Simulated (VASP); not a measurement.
# C (C2/m) in VASP: further runs

Aim: see how the results for C move with the level of theory and the settings. Levels: PBE, revPBE. Tasks: single point, relaxation of cell and atoms.

Everything below comes from runs of VASP 6.6.1. Logs are shortened: lines on timing, memory, paths and dates and some standing lists are left out, and cuts for length are marked.

## 1. The cell of the first run

It takes space group C2/m (No. 12, monoclinic). Conventional cell: a = 4.255 Å, b = 2.457 Å, c = 3.765 Å, α = 90.00°, β = 111.49°, γ = 90.00°. C (site symmetry m) has 3 C at 1.42 Å within 1.9 Å.

## 2. Single point, PBE

INCAR

```
PREC = Accurate
ENCUT = 600
EDIFF = 1E-6
ISMEAR = -1
SIGMA = 0.03
LREAL = F
LASPH = T
NELM = 120
ALGO = Normal
ISIF = 2
LWAVE = F
LCHARG = T
GGA = PE
LELF = T
LVHAR = T
NBANDS = 11
GGA_COMPAT = F
```

KPOINTS

```
Automatic mesh
0
Gamma
  8 8 5
```

POSCAR

```
C
1.0
    2.1273203072     -1.2282824400      0.0000000000
    2.1273203072      1.2282824400      0.0000000000
   -1.3790696309      0.0000000000      3.5028300786
C
2
Direct
    0.1666444700      0.1666444700      0.9999069600
    0.8333555300      0.8333555300      0.0000930400
```

Potentials or basis: VASP PAW PBE potentials, release 64 (C).

Started as:

```
> cat potpaw_PBE.64/C/POTCAR > POTCAR
> mpirun -np 1 vasp_std > vasp.out
```

OUTCAR:

```text
PREC = Accurate
   ENCUT = 600
   EDIFF = 1E-6
   ISMEAR = -1
   LREAL = F
   LASPH = T
   NELM = 120
   ISIF = 2
   GGA = PE

 ion  position               nearest neighbor table
   1  0.167  0.167  1.000-   2 1.42   2 1.42   2 1.42
   2  0.833  0.833  0.000-   1 1.42   1 1.42   1 1.42

  LATTYP: Found a base centered monoclinic cell.
 ALAT       =     4.2546406144
 B/A-ratio  =     0.5773848141
 C/A-ratio  =     0.8848045598
 COS(beta)  =    -0.3663329314

  Lattice vectors:

 A1 = (   2.1273203072,  -1.2282824400,   0.0000000000)
 A2 = (   2.1273203072,   1.2282824400,   0.0000000000)
 A3 = (  -1.3790696309,   0.0000000000,   3.5028300786)

Analysis of symmetry for initial positions (statically):
=====================================================================
 Subroutine PRICEL returns:
 Original cell was already a primitive cell.

 Routine SETGRP: Setting up the symmetry group for a
 base centered monoclinic supercell.

 Subroutine GETGRP returns: Found  4 space group operations
 (whereof  4 operations were pure point group operations)
 out of a pool of  4 trial point group operations.

The static configuration has the point symmetry C_2h.

Analysis of symmetry for dynamics (positions and initial velocities):
=====================================================================
 Subroutine PRICEL returns:
 Original cell was already a primitive cell.

 Routine SETGRP: Setting up the symmetry group for a
 base centered monoclinic supercell.

 Subroutine GETGRP returns: Found  4 space group operations
 (whereof  4 operations were pure point group operations)
 out of a pool of  4 trial point group operations.

The dynamic configuration has the point symmetry C_2h.

 Subroutine INISYM returns: Found  4 space group operations
 (whereof  4 operations are pure point group operations),
 and found     1 'primitive' translations

----------------------------------------------------------------------------------------

                                     Primitive cell

  volume of cell :      18.3054

  direct lattice vectors                    reciprocal lattice vectors
     2.127320307 -1.228282440  0.000000000     0.235037478 -0.407072497  0.092534619
     2.127320307  1.228282440  0.000000000     0.235037478  0.407072497  0.092534619
    -1.379069631  0.000000000  3.502830079     0.000000000  0.000000000  0.285483446

  length of vectors
     2.456454649  2.456454649  3.764525416     0.479075453  0.479075453  0.285483446

[... 86 lines left out ...]
   ISIF   =      2    stress and relaxation
   ISYM   =      2    0-nonsym 1-usesym 2-fastsym
   POTIM  = 0.5000    time-step for ionic-motion
   TEBEG  =    0.0;   TEEND  =   0.0 temperature during run
   PSTRESS=    0.0 pullay stress
   NELECT =       8.0000    total number of electrons
   NUPDOWN=      -1.0000    fix difference up-down
   EMIN   =  10.00;   EMAX   =-10.00  energy-range for DOS
   EFERMI =   0.00;   METHOD = LEGACY
   ISMEAR =    -1;   SIGMA  =   0.03  broadening in eV -4-tet -1-fermi 0-gaus
   EFERMI_NEDOS =   21; number of points for ismear=-14 and -15
   IALGO  =     38    algorithm
   IMIX   =      4    mixing-type and parameters
     AMIX     =   0.40;   BMIX     =  1.00
     AMIX_MAG =   1.60;   BMIX_MAG =  1.00
  volume/ion in A,a.u.               =       9.15        61.77
  Fermi-wavevector in a.u.,A,eV,Ry     =   1.242352  2.347705 20.999765  1.543439
  Thomas-Fermi vector in A             =   2.376710
   LORBIT       =      0    0 simple, 1 ext, 2 COOP (PROOUT), +10 PAW based schemes
   GGA     = PE    functional components
   LHFCALC =     F    Hartree Fock is set to
   AEXX    =    0.0000 exact exchange contribution
   IVDW    =     0    specifies the selected vdW correction
   LEPSILON=     F    determine dielectric tensor
   LRPA    =     F    only Hartree local field effects (RPA)
 non-spin polarized calculation
  energy-cutoff  :      600.00
  volume of cell :       18.31
 maximum number of plane-waves:       625
   NGX =  9   NGY =  9   NGZ = 15

 number of electron       8.0000000 magnetization

 Free energy of the ion-electron system (eV)
  ---------------------------------------------------
  ext. energy  EPLUGINS =         0.00000000
  ---------------------------------------------------
  free energy    TOTEN  =       -18.43855297 eV

  energy without entropy =      -18.43855297  energy(sigma->0) =      -18.43855297

 E-fermi :   4.2910     XC(G=0): -10.0463

 val. band max:        3.5769132753   @ k =  -0.2500   0.3750   0.2000
 cond. band min:       5.3033711307   @ k =  -0.2500   0.3750   0.2000
 fundamental gap:      1.7264578554
 Fermi energy:         4.2909918201

 k-point     1 :       0.0000    0.0000    0.0000
  band No.  band energies     occupation
      1     -15.3301      2.00000
      2      -2.4793      2.00000
      3       1.3577      2.00000
      4       1.3615      2.00000
      5       8.2873      0.00000
      6      12.7914      0.00000
      7      12.7935      0.00000
      8      15.8778      0.00000
      9      17.2161      0.00000
     10      27.1837      0.00000
     11      28.5708      0.00000
[... 309 lines left out ...]
 k-point    24 :       0.2500   -0.0000    0.2000
  band No.  band energies     occupation
      1     -13.7322      2.00000
      2      -3.0912      2.00000
      3      -1.7214      2.00000
      4      -0.6673      2.00000
      5      11.8602      0.00000
      6      12.4394      0.00000
      7      13.0431      0.00000
      8      17.9097      0.00000
      9      19.3983      0.00000
     10      24.0734      0.00000
     11      27.1347      0.00000

 [... further k-points ...]

------------------------ aborting loop because EDIFF is reached ----------------------------------------

  FORCE on cell =-STRESS in cart. coord.  units (eV):
  Direction    XX          YY          ZZ          XY          YZ          ZX
  --------------------------------------------------------------------------------------
  -------------------------------------------------------------------------------------
  Total        0.5576529      0.5548722      0.1933402      0.0000000      0.0000000     -0.0037362
  in kB       48.8083790     48.5649989     16.9220298      0.0000000      0.0000000     -0.3270137
  external PRESSURE =      38.0984692 kB  Pullay stress =       0.0000000 kB

 VOLUME and BASIS-vectors are now :
 -----------------------------------------------------------------------------
  energy-cutoff  :      600.00
  volume of cell :       18.31
      direct lattice vectors                 reciprocal lattice vectors
     2.127320307 -1.228282440  0.000000000     0.235037478 -0.407072497  0.092534619
     2.127320307  1.228282440  0.000000000     0.235037478  0.407072497  0.092534619
    -1.379069631  0.000000000  3.502830079     0.000000000  0.000000000  0.285483446

 POSITION                                       TOTAL-FORCE (eV/Angst)
 -----------------------------------------------------------------------------------
     -0.66993      0.00000      3.50250        -0.005321      0.000000      0.003325
      3.54550      0.00000      0.00033         0.005321      0.000000     -0.003325
 -----------------------------------------------------------------------------------
    total drift:                               -0.000000      0.000000      0.000000

  FREE ENERGIE OF THE ION-ELECTRON SYSTEM (eV)
  ---------------------------------------------------
  free  energy   TOTEN  =       -18.4385529719 eV

  energy  without entropy=      -18.4385529719  energy(sigma->0) =      -18.43855297
```

Wall time 28 s (1 thread of Intel Xeon 8259CL, shared host); peak memory 0.14 GiB.

Results:

- Free energy: -18.4386 eV
- Pressure: 3.8 GPa
- Largest force: 0.006 eV/Å

Forces on the atoms (eV/Å):
```
C   -0.005  0.000  0.003
C    0.005  0.000 -0.003
```

Caveat: the cell stands under pressure; this functional lacks dispersion, which binds layers or chains, so the pressure and a relaxed spacing across them are unreliable.

## 3. Relaxation of cell and atoms, revPBE

INCAR

```
SYSTEM = C
PREC     = Accurate       ! precision mode
ENCUT    = 1300           ! plane-wave cutoff, eV
EDIFF    = 1E-7           ! SCF threshold, eV
ISMEAR   = -1             ! smearing method
SIGMA    = 0.05           ! smearing width, eV
LREAL    = .False.        ! projectors in reciprocal space
LASPH    = .True.         ! aspherical terms in the spheres
NELM     = 120            ! most SCF steps
ALGO     = Normal         ! electronic algorithm
ISIF     = 3              ! what is computed and relaxed
LWAVE    = .False.        ! write WAVECAR
LCHARG   = .False.        ! write CHGCAR
GGA      = RE             ! functional
IBRION   = 2              ! ionic algorithm
NSW      = 60             ! ionic steps
EDIFFG   = -0.01          ! ionic threshold
GGA_COMPAT= .False.      
NELMIN   = 4
```

KPOINTS

```
regular mesh
0
Gamma
  13 13 8
  0 0 0
```

POSCAR is that of step 2.

Potentials or basis: VASP PAW PBE potentials, release 64 (C_h).

Started as:

```
> cat potpaw_PBE.64/C_h/POTCAR > POTCAR
> mpirun -np 1 vasp_std > vasp.out
```

OUTCAR:

```text
SYSTEM = C
   PREC = Accurate
   ENCUT = 1300
   EDIFF = 1E-7
   ISMEAR = -1
   LREAL = .False.
   LASPH = .True.
   NELM = 120
   ISIF = 3
   GGA = RE
   IBRION = 2
   NSW = 60
   EDIFFG = -0.01
   NELMIN = 4

 ion  position               nearest neighbor table
   1  0.167  0.167  1.000-   2 1.42   2 1.42   2 1.42
   2  0.833  0.833  0.000-   1 1.42   1 1.42   1 1.42

  LATTYP: Found a base centered monoclinic cell.
 ALAT       =     4.2546406144
 B/A-ratio  =     0.5773848141
 C/A-ratio  =     0.8848045598
 COS(beta)  =    -0.3663329314

  Lattice vectors:

 A1 = (   2.1273203072,  -1.2282824400,   0.0000000000)
 A2 = (   2.1273203072,   1.2282824400,   0.0000000000)
 A3 = (  -1.3790696309,   0.0000000000,   3.5028300786)

Analysis of symmetry for initial positions (statically):
=====================================================================
 Subroutine PRICEL returns:
 Original cell was already a primitive cell.

 Routine SETGRP: Setting up the symmetry group for a
 base centered monoclinic supercell.

 Subroutine GETGRP returns: Found  4 space group operations
 (whereof  4 operations were pure point group operations)
 out of a pool of  4 trial point group operations.

The static configuration has the point symmetry C_2h.

Analysis of symmetry for dynamics (positions and initial velocities):
=====================================================================
 Subroutine PRICEL returns:
 Original cell was already a primitive cell.

 Routine SETGRP: Setting up the symmetry group for a
 base centered monoclinic supercell.

 Subroutine GETGRP returns: Found  4 space group operations
 (whereof  4 operations were pure point group operations)
 out of a pool of  4 trial point group operations.

The dynamic configuration has the point symmetry C_2h.

 Subroutine INISYM returns: Found  4 space group operations
 (whereof  4 operations are pure point group operations),
 and found     1 'primitive' translations

----------------------------------------------------------------------------------------

                                     Primitive cell

  volume of cell :      18.3054

  direct lattice vectors                    reciprocal lattice vectors
     2.127320307 -1.228282440  0.000000000     0.235037478 -0.407072497  0.092534619
     2.127320307  1.228282440  0.000000000     0.235037478  0.407072497  0.092534619
    -1.379069631  0.000000000  3.502830079     0.000000000  0.000000000  0.285483446

  length of vectors
     2.456454649  2.456454649  3.764525416     0.479075453  0.479075453  0.285483446

  position of ions in fractional coordinates (direct lattice)
     0.166644470  0.166644470  0.999906960
     0.833355530  0.833355530  0.000093040

  ion indices of the primitive-cell ions
   primitive index   ion index
                 1           1
                 2           2

----------------------------------------------------------------------------------------

 KPOINTS: regular mesh

Automatic generation of k-mesh.
 Grid dimensions read from file:
 generate k-points for:   13   13    8

 Generating k-lattice:

  Cartesian coordinates                     Fractional coordinates (reciprocal lattice)
     0.018079806 -0.031313269  0.007118048     0.076923077 -0.000000000  0.000000000
[... 56 lines left out ...]
   LASPH  =      T    aspherical Exc in radial PAW
   ENCUT  = 1300.0 eV  95.55 Ry    9.77 a.u.   7.22  7.22 11.07*2*pi/ulx,y,z
   NELM   =    120;   NELMIN=  4; NELMDL= -5     # of ELM steps
   EDIFF  = 0.1E-06   stopping-criterion for ELM
   LREAL  =      F    real-space projection
   EDIFFG = -.1E-01   stopping-criterion for IOM
   NSW    =     60    number of steps for IOM
   IBRION =      2    ionic relax: 0-MD 1-quasi-New 2-CG
   NFREE  =      1    steps in history (QN), initial steepest desc. (CG)
   ISIF   =      3    stress and relaxation
   ISYM   =      2    0-nonsym 1-usesym 2-fastsym
   POTIM  = 0.5000    time-step for ionic-motion
   TEBEG  =    0.0;   TEEND  =   0.0 temperature during run
   PSTRESS=    0.0 pullay stress
   NELECT =       8.0000    total number of electrons
   NUPDOWN=      -1.0000    fix difference up-down
   EMIN   =  10.00;   EMAX   =-10.00  energy-range for DOS
   EFERMI =   0.00;   METHOD = LEGACY
   ISMEAR =    -1;   SIGMA  =   0.05  broadening in eV -4-tet -1-fermi 0-gaus
   EFERMI_NEDOS =   21; number of points for ismear=-14 and -15
   IALGO  =     38    algorithm
   IMIX   =      4    mixing-type and parameters
     AMIX     =   0.40;   BMIX     =  1.00
     AMIX_MAG =   1.60;   BMIX_MAG =  1.00
  volume/ion in A,a.u.               =       9.15        61.77
  Fermi-wavevector in a.u.,A,eV,Ry     =   1.242352  2.347705 20.999765  1.543439
  Thomas-Fermi vector in A             =   2.376710
   LORBIT       =      0    0 simple, 1 ext, 2 COOP (PROOUT), +10 PAW based schemes
   GGA     = RE    functional components
   LHFCALC =     F    Hartree Fock is set to
   AEXX    =    0.0000 exact exchange contribution
   IVDW    =     0    specifies the selected vdW correction
   LEPSILON=     F    determine dielectric tensor
   LRPA    =     F    only Hartree local field effects (RPA)
 conjugate gradient relaxation of ions
 non-spin polarized calculation
  energy-cutoff  :     1300.00
  volume of cell :       18.31
 maximum number of plane-waves:      1968
 NGX is ok and might be reduce to    30
   NGX = 15   NGY = 15   NGZ = 23

--------------------------------------- Ionic step        1  -------------------------------------------

 number of electron       8.0000000 magnetization

 Free energy of the ion-electron system (eV)
  ---------------------------------------------------
  ext. energy  EPLUGINS =         0.00000000
  ---------------------------------------------------
  free energy    TOTEN  =       -17.74171666 eV

  energy without entropy =      -17.74171567  energy(sigma->0) =      -17.74171617

------------------------ aborting loop because EDIFF is reached ----------------------------------------

  FORCE on cell =-STRESS in cart. coord.  units (eV):
  Direction    XX          YY          ZZ          XY          YZ          ZX
  --------------------------------------------------------------------------------------
  -------------------------------------------------------------------------------------
  Total        0.9050897      0.8970951      0.4074941      0.0000000      0.0000000     -0.0032096
  in kB       79.2176570     78.5179338     35.6657750      0.0000000      0.0000000     -0.2809207
  external PRESSURE =      64.4671219 kB  Pullay stress =       0.0000000 kB
[... 89 lines left out ...]
  FREE ENERGIE OF THE ION-ELECTRON SYSTEM (eV)
  ---------------------------------------------------
  free  energy   TOTEN  =       -17.7488529867 eV

  energy  without entropy=      -17.7488517740  energy(sigma->0) =      -17.74885238

 E-fermi :   4.3044     XC(G=0):  -9.2111

 val. band max:        3.7303796132   @ k =  -0.3077   0.3077   0.0000
 cond. band min:       4.9044251889   @ k =  -0.3077   0.3077   0.0000
 fundamental gap:      1.1740455757
 Fermi energy:         4.3044490783

 k-point     1 :       0.0000    0.0000    0.0000
  band No.  band energies     occupation
      1     -15.2681      2.00000
      2      -2.7911      2.00000
      3       1.2242      2.00000
      4       1.2451      2.00000
      5       8.0577      0.00000
      6      12.5176      0.00000
      7      12.5686      0.00000
      8      15.5985      0.00000
[... 243 lines left out ...]
 k-point    24 :       0.4615    0.1538    0.0000
  band No.  band energies     occupation
      1     -11.4462      2.00000
      2      -6.4440      2.00000
      3      -3.3506      2.00000
      4       1.1386      2.00000
      5       7.6347      0.00000
      6      13.7117      0.00000
      7      14.1305      0.00000
      8      17.8773      0.00000

 [... further k-points ...]

[... ionic steps 4 to 23 ...]

--------------------------------------- Ionic step       24  -------------------------------------------

 number of electron       8.0000000 magnetization

------------------------ aborting loop because EDIFF is reached ----------------------------------------
[... 67 lines left out ...]
--------------------------------------- Ionic step       26  -------------------------------------------

 number of electron       8.0000000 magnetization

 Free energy of the ion-electron system (eV)
  ---------------------------------------------------
  ext. energy  EPLUGINS =         0.00000000
  ---------------------------------------------------
  free energy    TOTEN  =       -17.79053417 eV

  energy without entropy =      -17.79053414  energy(sigma->0) =      -17.79053416

 E-fermi :   3.0407     XC(G=0):  -8.1793

 val. band max:        2.3367261083   @ k =  -0.3077   0.3077   0.0000
 cond. band min:       3.7610499476   @ k =  -0.3077   0.3846   0.2500
 fundamental gap:      1.4243238393
 Fermi energy:         3.0406989374

 k-point     1 :       0.0000    0.0000    0.0000
  band No.  band energies     occupation
      1     -16.4833      2.00000
      2      -4.3487      2.00000
      3      -0.0131      2.00000
      4      -0.0097      2.00000
      5       6.3024      0.00000
      6      11.3001      0.00000
      7      11.3020      0.00000
      8      14.3982      0.00000
[... 282 lines left out ...]
  FREE ENERGIE OF THE ION-ELECTRON SYSTEM (eV)
  ---------------------------------------------------
  free  energy   TOTEN  =       -17.7905341728 eV

  energy  without entropy=      -17.7905341387  energy(sigma->0) =      -17.79053416

 reached required accuracy - stopping structural energy minimisation
```

Wall time 27 min (1 thread of AMD EPYC 9R45 (Zen 5), shared host); peak memory 0.3 GiB.

Results:

```yaml
Free_energy: -17.7905 eV
Relaxed_volume: 11.95 Å³/atom
Relaxed_cell: a = 2.474 Å, b = 2.474 Å, c = 4.725 Å, α = 104.91°, β = 104.91°, γ = 60.00°
Space_group_after_relaxing_to_0.1_Å: R-3m (No. 166)
Energy_gained_by_relaxing: 24.4 meV/atom
Ionic_steps: 26
Pressure_after_relaxing: 0.0 GPa
Largest_force_after_relaxing: 0.007 eV/Å
```

Forces in eV/Å, atoms in the order of the input:
```
C   -0.004  0.000 -0.005
C    0.004  0.000  0.005
```

The path:
```tsv
step	energy change (eV)	largest force (eV/Å)	pressure (GPa)	volume (Å³)
1	0.0000	0.0050	6.45	18.31
2	0.0197	0.0080	-9.69	19.30
3	-0.0071	0.0023	0.56	18.64
4	-0.0108	0.0043	0.49	18.81
5	-0.0200	0.0224	0.31	19.34
6	-0.0331	0.0600	0.09	20.40
7	-0.0460	0.1381	-0.16	22.51
8	-0.0337	0.3023	-0.91	26.73
9	-0.0478	0.1759	-0.26	23.36
10	0.0319	2.7662	4.28	23.82
11	-0.0484	0.0584	0.02	23.40
12	-0.0484	0.0671	0.04	23.41
13	-0.0461	0.3726	0.68	23.49
14	-0.0486	0.0095	0.15	23.42
15	-0.0485	0.0455	-0.38	23.52
16	-0.0486	0.0133	-0.02	23.45
17	-0.0486	0.0106	0.03	23.49
18	-0.0486	0.0223	0.13	23.61
19	-0.0486	0.0158	0.09	23.57
20	-0.0487	0.0143	0.08	23.58
21	-0.0487	0.0109	0.10	23.62
22	-0.0488	0.0136	0.10	23.70
23	-0.0488	0.0355	0.11	23.85
24	-0.0488	0.0216	0.00	23.90
25	-0.0488	0.0216	-0.01	23.90
26	-0.0488	0.0070	-0.03	23.91
```

Final structure:
```yaml
crystal:
  lattice:
    - [2.14224, -1.23693, -0.00421]
    - [2.14224, 1.23693, -0.00421]
    - [-1.39536, 0.00000, 4.51404]
  atoms:
    - { symbol: C, position: [0.16669, 0.16669, 0.00003] }
    - { symbol: C, position: [0.83331, 0.83331, 0.99997] }
```

Caveat: the volume moved by over 15 % at a fixed basis, so the end points are rough; this functional lacks dispersion, which binds layers or chains, so the pressure and a relaxed spacing across them are unreliable; the PAW data sets were made with another functional, which shifts forces and pressure a little.
